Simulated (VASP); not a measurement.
Here is a VASP 6.6.1 calculation.

Contents of INCAR:

```
PREC     = Accurate       # precision mode
ENCUT    = 520            # plane-wave cutoff, eV
EDIFF    = 1E-7           # SCF threshold, eV
ISMEAR   = 0              # smearing method
SIGMA    = 0.05           # smearing width, eV
LREAL    = F              # projectors in reciprocal space
LASPH    = T              # aspherical terms in the spheres
NELM     = 60             # most SCF steps
ALGO     = Normal         # electronic algorithm
ISIF     = 2              # what is computed and relaxed
LWAVE    = F              # write WAVECAR
LCHARG   = F              # write CHGCAR
GGA      = PE             # functional
NBANDS   = 14             # bands
```

Contents of KPOINTS:

```
regular mesh
0
Gamma
  12 12 12
```

POSCAR

```
SbOs
1.0
    0.0000000000      2.7136168850      2.7136168850
    2.7136168850      0.0000000000      2.7136168850
    2.7136168850      2.7136168850      0.0000000000
Os Sb
1 1
Direct
    0.5000000000      0.5000000000      0.5000000000
    0.0221107115      0.0221107115     -0.0221107115
```

Potentials or basis: VASP PAW PBE potentials, release 64 (Os, Sb).

The run is started by

```sh
$ cat potpaw_PBE.64/Os/POTCAR potpaw_PBE.64/Sb/POTCAR > POTCAR
$ mpirun -np 1 vasp_std > vasp.out
```

(1) Predict the pressure.

(2) Estimate the largest force.

## Answers

(1) 0.8 GPa.

(2) 0.475 eV/Å.

Caveat: the cell differs from its parent crystal (atom 2 (Sb) moved 0.12 Å along z).
